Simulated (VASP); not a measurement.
Input of a VASP 6.6.1 run:

The input INCAR:

```
SYSTEM = Ir
ALGO = Normal ; EDIFF = 1E-6
ENCUT = 520 ; GGA = PS
ISIF = 2 ; ISMEAR = 1
LASPH = .TRUE. ; LCHARG = .FALSE.
LREAL = .FALSE. ; LWAVE = .FALSE.
NBANDS = 10 ; NELM = 100
PREC = Accurate ; SIGMA = 0.05
```

KPOINTS

```
k-points
0
G
  8 8 8
  0 0 0
```

Contents of POSCAR:

```
Ir
1.0
    0.0000000000      1.9174386601      1.9174386601
    1.9174386601      0.0000000000      1.9174386601
    1.9174386601      1.9174386601      0.0000000000
Ir
1
Direct
    0.0000000000      0.0000000000      0.0000000000
```

Potentials or basis: VASP PAW PBE potentials, release 64 (Ir).

The run is started by

```sh
$ cat potpaw_PBE.64/Ir/POTCAR > POTCAR
$ mpirun -np 1 vasp_std > vasp.out
```

Problem. Predict the pressure.

Solution. 1.0 GPa.

Caveat: the PAW data sets were made with another functional, which shifts forces and pressure a little.
